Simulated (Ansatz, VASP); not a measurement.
# One calculation of Mg5Te3, two programs

```xyz
8
Lattice="4.5551 0.0000 0.0000 0.0000 4.1428 0.0000 0.0000 0.0000 10.6780" Properties=species:S:1:pos:R:3 pbc="T T T"
Mg    0.0000    0.0000    5.3390
Mg    0.0000    0.0000    0.0000
Mg    2.2776    2.0714    0.0000
Mg    2.2776    0.0000    7.8914
Mg    2.2776    0.0000    2.7867
Te    0.0000    2.0714    8.5561
Te    0.0000    2.0714    2.1219
Te    2.2776    2.0714    5.3390
```

Change from the starting cell: species swapped into the Ti3Al5 type (Pmmm, No. 47).

Alike in both runs: functional PBE; k mesh 4 × 4 × 2; occupations gaussian, width 0.2 eV; no spin polarisation.

Ansatz relaxed the structure, and its values are those at the end. VASP's run is a single point on that final structure, the one shown.

```csv
,VASP,Ansatz
version,VASP 6.6.1,Ansatz 0.2.0
potentials or method,"VASP PAW PBE potentials, release 64 (Mg, Te), cutoff 520 eV","scalar-relativistic, plane waves, PAW"
valence electrons in the cell,28,98
```

|  | VASP | Ansatz | Ansatz less VASP |
| --- | --- | --- | --- |
| gap on the k mesh at the Fermi level (eV) | none | none | - |
| pressure (GPa) | 0.0 | 0.0 | +0.07 |
| rms of the force components (eV/Å) | 0.005 | 0.005 | -0.0004 |

A gap of «none» marks a metal or a gap that the smearing closes. The functional is the same, so the differences come from potentials, cutoffs and numerics. VASP's potentials hold 28 valence electrons a cell and Ansatz's 98, so a difference there can come from the potentials and not from the codes.

The k mesh is coarse, so the values compare programs but aren't converged. Spin-orbit coupling is off throughout.
